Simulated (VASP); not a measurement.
**Cr: single point with PBEsol**

The system is Cr.

```
Cr
1.0
     1.14705   -2.46703    0.00000
     1.14705    2.46703    0.00000
     0.00000    0.00000    4.06431
Cr
2
Direct
  0.87053 0.12947 0.75000
  0.12947 0.87053 0.25000
```

```json
{
  "Program": "VASP 6.6.1",
  "Task": "single point",
  "Functional": "PBEsol",
  "Potentials or basis": "VASP PAW PBE potentials, release 64 (Cr_pv)",
  "Cutoff": "520 eV",
  "k mesh": "13 × 13 × 7",
  "Occupations": "fermi-dirac, width 0.05 eV",
  "Spin": "collinear spin, antiferromagnetic start",
  "Starting moments": "[3.0, -3.0] μB",
  "Dipole correction": "no",
  "Further INCAR settings": "ALGO = Fast; EDIFF = 1e-06; NBANDS = 23"
}
```

* Pressure: -2.1 GPa
* Largest force: 0.179 eV/Å
* Band gap on the k mesh: zero (filled and empty bands overlap)
* Net moment: 0.00 μB per cell
* Valence electrons inside the program's atomic spheres: Cr 11.11

Forces in eV/Å, atoms in the order of the input:
```
Cr   0.000  0.179  0.000
Cr   0.000 -0.179  0.000
```

Stress tensor (GPa, compression positive):
```
-2.90  0.00  0.00
 0.00 -4.95  0.00
 0.00  0.00  1.40
```

Levels at points of the mesh, in eV from the Fermi level:
Spin up:
| k point | band 8 | band 9 | band 10 | band 11 | band 12 | band 13 | band 14 | band 15 | band 16 | band 17 |
| --- | --- | --- | --- | --- | --- | --- | --- | --- | --- | --- |
| (0.00, 0.00, 0.00) | -4.34 | -2.16 | -1.92 | -0.86 | 0.17 | 1.01 | 1.02 | 1.05 | 1.70 | 1.85 |
Spin down:
```csv
k point,band 9,band 10,band 11,band 12,band 13,band 14,band 15,band 16
"(0.00, 0.00, 0.00)",-2.16,-1.92,-0.86,0.17,1.01,1.02,1.05,1.70
```

Wall time 5.8 min on 1 thread of Intel Xeon 8259CL, with other jobs on the host, peak memory 0.26 GiB.

Caveat: an empty level that is flat over the whole mesh can mark a ghost state of the potentials, or a narrow d or f band; the PAW data sets were made with another functional, which shifts forces and pressure a little.
